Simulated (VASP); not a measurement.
# Ge (P6_3/mmc) in VASP: notebook, part 2 of 2

VASP 6.6.1.

## 5. Single point, PBE

This run uses another cell than the first one, of the same volume but with other edges.

INCAR reads:

```
SYSTEM = Ge
PREC = Accurate
ENCUT = 520
EDIFF = 1E-6
ISMEAR = 0
SIGMA = 0.15
LREAL = .FALSE.
LASPH = .TRUE.
NELM = 60
ALGO = Fast
ISIF = 2
LWAVE = .FALSE.
LCHARG = .TRUE.
GGA = PE
LELF = .TRUE.
LVHAR = .TRUE.
NBANDS = 66
```

KPOINTS reads:

```
regular mesh
0
G
  15 15 4
  0 0 0
```

POSCAR reads:

```
Ge
1.0
    4.0391102337      0.0000000000      0.0000000000
   -2.0195551169      3.4979720711      0.0000000000
    0.0000000000      0.0000000000     13.5136511089
Ge
8
Direct
    0.0000000000      0.0000000000      0.4180222316
    0.0000000000      0.0000000000      0.5819777684
    0.0000000000      0.0000000000      0.9180222316
    0.0000000000      0.0000000000      0.0819777684
    0.3333333333      0.6666666667      0.3442031336
    0.6666666667      0.3333333333      0.6557968664
    0.6666666667      0.3333333333      0.8442031336
    0.3333333333      0.6666666667      0.1557968664
```

Potentials or basis: VASP PAW PBE potentials, release 64 (Ge_d).

On the command line:

```bash
> cat potpaw_PBE.64/Ge_d/POTCAR > POTCAR
> mpirun -np 1 vasp_std > vasp.out
```

OUTCAR:

```text
SYSTEM = Ge
   PREC = Accurate
   ENCUT = 520
   EDIFF = 1E-6
   ISMEAR = 0
   LREAL = .FALSE.
   LASPH = .TRUE.
   NELM = 60
   ISIF = 2
   GGA = PE

 ion  position               nearest neighbor table
   1  0.000  0.000  0.418-   2 2.22   5 2.54   5 2.54   5 2.54
   2  0.000  0.000  0.582-   1 2.22   6 2.54   6 2.54   6 2.54
   3  0.000  0.000  0.918-   4 2.22   7 2.54   7 2.54   7 2.54
   4  0.000  0.000  0.082-   3 2.22   8 2.54   8 2.54   8 2.54
   5  0.333  0.667  0.344-   1 2.54   1 2.54   1 2.54   8 2.55
   6  0.667  0.333  0.656-   2 2.54   2 2.54   2 2.54   7 2.55
   7  0.667  0.333  0.844-   3 2.54   3 2.54   3 2.54   6 2.55
[... 1873 lines left out ...]
  Total       -1.2371384     -1.2371384      7.5276478      0.0000000      0.0000000      0.0000000
  in kB      -10.3813569    -10.3813569     63.1677093      0.0000000      0.0000000      0.0000000
  external PRESSURE =      14.1349985 kB  Pullay stress =       0.0000000 kB

 VOLUME and BASIS-vectors are now :
 -----------------------------------------------------------------------------
  energy-cutoff  :      520.00
  volume of cell :      190.93
      direct lattice vectors                 reciprocal lattice vectors
     4.039110234  0.000000000  0.000000000     0.247579279  0.142939963  0.000000000
    -2.019555117  3.497972071  0.000000000     0.000000000  0.285879927  0.000000000
     0.000000000  0.000000000 13.513651109     0.000000000  0.000000000  0.073999247

 POSITION                                       TOTAL-FORCE (eV/Angst)
 -----------------------------------------------------------------------------------
      0.00000      0.00000      5.64901        -0.000000     -0.000000     -3.508500
      0.00000      0.00000      7.86464         0.000000     -0.000000      3.508500
      0.00000      0.00000     12.40583         0.000000     -0.000000     -3.508500
      0.00000      0.00000      1.10782        -0.000000      0.000000      3.508500
     -0.00000      2.33198      4.65144         0.000000      0.000000      0.425717
      2.01956      1.16599      8.86221         0.000000     -0.000000     -0.425717
      2.01956      1.16599     11.40827         0.000000     -0.000000      0.425717
     -0.00000      2.33198      2.10538         0.000000     -0.000000     -0.425717
 -----------------------------------------------------------------------------------
    total drift:                               -0.000000      0.000000     -0.000000

  FREE ENERGIE OF THE ION-ELECTRON SYSTEM (eV)
  ---------------------------------------------------
  free  energy   TOTEN  =       -35.1976918482 eV

  energy  without entropy=      -35.1886835233  energy(sigma->0) =      -35.19318769
```

OSZICAR:

```text
N       E                     dE             d eps       ncg     rms          rms(c)
DAV:   1     0.138957824879E+04    0.13896E+04   -0.51524E+04 12374   0.462E+03
DAV:   2     0.244021595321E+03   -0.11456E+04   -0.11121E+04 10692   0.112E+03
DAV:   3    -0.100130384159E+02   -0.25403E+03   -0.24321E+03 11230   0.270E+02
DAV:   4    -0.345913796926E+02   -0.24578E+02   -0.23980E+02 12296   0.913E+01
DAV:   5    -0.355041002298E+02   -0.91272E+00   -0.90477E+00 12026   0.190E+01    0.619E+00
RMM:   6    -0.352901614134E+02    0.21394E+00   -0.33304E-01 12834   0.339E+00    0.365E+00
RMM:   7    -0.351872983473E+02    0.10286E+00   -0.30460E-01 13192   0.296E+00    0.327E-01
RMM:   8    -0.351947701226E+02   -0.74718E-02   -0.62163E-02 15934   0.135E+00    0.224E-01
RMM:   9    -0.351964485825E+02   -0.16785E-02   -0.96656E-03 15910   0.443E-01    0.213E-01
RMM:  10    -0.351975113722E+02   -0.10628E-02   -0.16608E-03 13617   0.216E-01    0.786E-02
RMM:  11    -0.351976724873E+02   -0.16112E-03   -0.76144E-04 13599   0.141E-01    0.503E-02
RMM:  12    -0.351976855306E+02   -0.13043E-04   -0.21030E-04 16310   0.631E-02    0.296E-02
RMM:  13    -0.351976893033E+02   -0.37727E-05   -0.42719E-05 13454   0.348E-02    0.124E-02
RMM:  14    -0.351976913760E+02   -0.20727E-05   -0.15153E-05 10808   0.194E-02    0.304E-03
RMM:  15    -0.351976918482E+02   -0.47221E-06   -0.35833E-06  9591   0.937E-03
   1 F= -.35197692E+02 E0= -.35193188E+02  d E =-.900832E-02
```

stdout:

```text
POSCAR found type information on POSCAR Ge
 POSCAR found :  1 types and       8 ions
 scaLAPACK will be used
 LDA part: xc-table for (Slater+PW92), standard interpolation
 POSCAR, INCAR and KPOINTS ok, starting setup
 FFT: planning ... GRIDC
 FFT: planning ... GRID_SOFT
 FFT: planning ... GRID
 WAVECAR not read
 entering main loop
WARNING in EDDRMM: call to ZHEGV failed, returncode =   6  3     54
WARNING in EDDRMM: call to ZHEGV failed, returncode =   6  3     49
WARNING in EDDRMM: call to ZHEGV failed, returncode =   6  3     60
WARNING in EDDRMM: call to ZHEGV failed, returncode =   6  3     49
WARNING in EDDRMM: call to ZHEGV failed, returncode =   6  3     53
WARNING in EDDRMM: call to ZHEGV failed, returncode =   8  4     59
```

Wall time 28 min (1 thread of Oxide Virtual Turin-like, shared host); peak memory 0.72 GiB.

What came out:

| Quantity | Value |
| --- | --- |
| Free energy | -35.1977 eV |
| Pressure | 1.4 GPa |
| Largest force | 3.509 eV/Å |
| Band gap on the k mesh | zero (bands 56 and 57 overlap by 0.80 eV) |

Forces on the atoms (eV/Å):
```
Ge   0.000  0.000 -3.509
Ge   0.000  0.000  3.509
Ge   0.000  0.000 -3.509
Ge   0.000  0.000  3.509
Ge   0.000  0.000  0.426
Ge   0.000  0.000 -0.426
Ge   0.000  0.000  0.426
Ge   0.000  0.000 -0.426
```

Stress tensor (GPa, compression positive):
```
-1.04  0.00  0.00
 0.00 -1.04  0.00
 0.00  0.00  6.32
```

Caveat: forces of over 1 eV/Å act on the atoms, so gaps and moduli don't describe the material at rest.

## 6. Single point, PBE

This run uses another cell than the first one, of the same volume but with other edges.

INCAR reads:

```
SYSTEM = Ge
ALGO     = Fast           ! electronic algorithm
EDIFF    = 1E-6           ! SCF threshold, eV
ENCUT    = 520            ! plane-wave cutoff, eV
GGA      = PE             ! functional
ISIF     = 2              ! what is computed and relaxed
ISMEAR   = 0              ! smearing method
LASPH    = .True.         ! aspherical terms in the spheres
LCHARG   = .False.        ! write CHGCAR
LREAL    = .False.        ! projectors in reciprocal space
LWAVE    = .False.        ! write WAVECAR
NBANDS   = 66             ! bands
NELM     = 100            ! most SCF steps
PREC     = Accurate       ! precision mode
SIGMA    = 0.15           ! smearing width, eV
```

KPOINTS reads:

```
k-points
0
Gamma
  15 15 4
  0 0 0
```

POSCAR reads:

```
Ge
1.0
    3.9876524960      0.0000000000      0.0000000000
   -1.9938262480      3.4534083630      0.0000000000
    0.0000000000      0.0000000000     13.8646689633
Ge
8
Direct
    0.0000000000      0.0000000000      0.3955272934
    0.0000000000      0.0000000000      0.6044727066
    0.0000000000      0.0000000000      0.8955272934
    0.0000000000      0.0000000000      0.1044727066
    0.3333333333      0.6666666667      0.3442031336
    0.6666666667      0.3333333333      0.6557968664
    0.6666666667      0.3333333333      0.8442031336
    0.3333333333      0.6666666667      0.1557968664
```

Potentials or basis: VASP PAW PBE potentials, release 64 (Ge_d).

On the command line:

```bash
> cat potpaw_PBE.64/Ge_d/POTCAR > POTCAR
> mpirun -np 1 vasp_std > vasp.out
```

It took 41 min on 1 thread of Oxide Virtual Turin-like, shared host; peak memory 0.72 GiB.

Results (log left out):

* Free energy: -35.1554 eV
* Pressure: 2.2 GPa
* Largest force: 1.763 eV/Å
* Band gap on the k mesh: zero (bands 56 and 57 overlap by 0.59 eV)

Forces in eV/Å, atoms in the order of the input:
```
Ge   0.000  0.000  1.763
Ge   0.000  0.000 -1.763
Ge   0.000  0.000  1.763
Ge   0.000  0.000 -1.763
Ge   0.000  0.000 -0.873
Ge   0.000  0.000  0.873
Ge   0.000  0.000 -0.873
Ge   0.000  0.000  0.873
```

Stress tensor (GPa, compression positive):
```
 5.64  0.00  0.00
 0.00  5.64  0.00
 0.00  0.00 -4.69
```

Levels at points of the mesh, in eV from the Fermi level:
```tsv
k point	band 53	band 54	band 55	band 56	band 57	band 58	band 59	band 60
(0.00, 0.00, 0.00)	-0.92	-0.73	-0.54	-0.54	-0.37	0.01	0.47	0.52
(0.00, 0.00, 0.50)	-0.70	-0.70	-0.70	-0.70	-0.18	-0.18	0.73	0.73
```

Caveat: semilocal functionals underestimate gaps, so a narrow gap can read as zero; forces of over 1 eV/Å act on the atoms, so gaps and moduli don't describe the material at rest.

## 7. Overview

```tsv
cell	gap on the mesh (eV)	pressure (GPa)	largest force (eV/Å)
a = 4.151, b = 4.151, c = 12.798 Å, angles 90.0, 90.0, 120.0°, 8 atoms, atomic positions A	none	0.6	1.51
a = 4.039, b = 4.039, c = 13.514 Å, angles 90.0, 90.0, 120.0°, 8 atoms, atomic positions A	none	1.3	1.75
a = 4.066, b = 4.066, c = 13.336 Å, angles 90.0, 90.0, 120.0°, 8 atoms, atomic positions B	none	0.5	1.42
a = 4.039, b = 4.039, c = 13.514 Å, angles 90.0, 90.0, 120.0°, 8 atoms, atomic positions C	none	1.4	3.51
a = 3.988, b = 3.988, c = 13.865 Å, angles 90.0, 90.0, 120.0°, 8 atoms, atomic positions A	none	2.2	1.76
```

Alike in all rows: task single point; level PBE; potentials or basis VASP PAW PBE potentials, release 64 (Ge_d); no spin polarisation; k mesh 15 × 15 × 4; cutoff (eV) 520; smearing gaussian 0.15 eV.

Caveats: forces of over 1 eV/Å act on the atoms, so gaps and moduli don't describe the material at rest; semilocal functionals underestimate gaps, so a narrow gap can read as zero (at least some runs).

Absolute energies hang on the potentials; compare differences alone.
